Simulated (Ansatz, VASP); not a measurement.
One calculation of Y, two programs

```xyz
4
Lattice="3.5947 0.0000 0.0000 -1.7973 3.1131 0.0000 0.0000 0.0000 11.5319" Properties=species:S:1:pos:R:3 pbc="T T T"
Y     3.5947    0.0000   11.5319
Y     1.7973    3.1131    5.7659
Y     0.0000    2.0754    2.8830
Y     1.7973    1.0377    8.6489
```

Alike in both runs: task single point; functional revPBE; k mesh 11 × 11 × 3; occupations fermi-dirac, width 0.1 eV; no spin polarisation.

|  | VASP | Ansatz |
| --- | --- | --- |
| version | VASP 6.6.1 | Ansatz 0.2.0 |
| potentials or method | VASP PAW PBE potentials, release 64 (Y_sv), cutoff 520 eV | plane waves (420 eV) with PAW, scalar-relativistic |
| valence electrons in the cell | 44 | 44 |

```tsv
	VASP	Ansatz	Ansatz less VASP
pressure (GPa)	1.5	1.6	+0.12
```

VASP's potentials were made for PBE, not for revPBE.
